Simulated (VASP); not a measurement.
Write the native input for VASP 6.6.1 that does the following.

```yaml
Task: single point
Functional: LDA
Potentials_or_basis: VASP PAW LDA potentials, release 64 (Sn_d, Se)
Cutoff: 520 eV
k_mesh: 8 × 8 × 8
Occupations: gaussian, width 0.05 eV
Spin: no spin polarisation
Dipole_correction: no
Further_INCAR_settings: ALGO = Normal; EDIFF = 1e-07; NBANDS = 17
```

The structure of SnSe lies in POSCAR:

```
SnSe
1.0
    0.0000000000      2.8595000000      2.8595000000
    2.8595000000      0.0000000000      2.8595000000
    2.8595000000      2.8595000000      0.0000000000
Sn Se
1 1
Direct
    0.0000000000      0.0000000000      0.0000000000
    0.5000000000      0.5000000000      0.5000000000
```

This cell differs from its parent crystal: strain -0.050 along x and y, -0.050 along z.

One way to write it, as run:

INCAR

```
ALGO = Normal
EDIFF = 1E-7
ENCUT = 520
ISIF = 2
ISMEAR = 0
LASPH = T
LCHARG = F
LREAL = F
LWAVE = F
NBANDS = 17
NELM = 60
PREC = Accurate
SIGMA = 0.05
```

KPOINTS

```
k-points
0
Gamma
  8 8 8
```

Potentials or basis: VASP PAW LDA potentials, release 64 (Sn_d, Se).

The run is started by

```console
$ cat potpaw_LDA.64/Sn_d/POTCAR potpaw_LDA.64/Se/POTCAR > POTCAR
$ mpirun -np 1 vasp_std > vasp.out
```

Results of the run:

```
Pressure               : 6.8 GPa
Band gap on the k mesh : 0.63 eV, indirect (least direct gap 0.77 eV)
```

Caveat: the cell differs from its parent crystal (strain -0.050 along x and y, -0.050 along z); spin-orbit coupling is left out, which moves the levels of the heavy elements.

It took 19 s on 1 thread of Intel(R) Xeon(R) Platinum 8559C (Emerald Rapids), with other jobs on the host, peak memory 0.16 GiB.
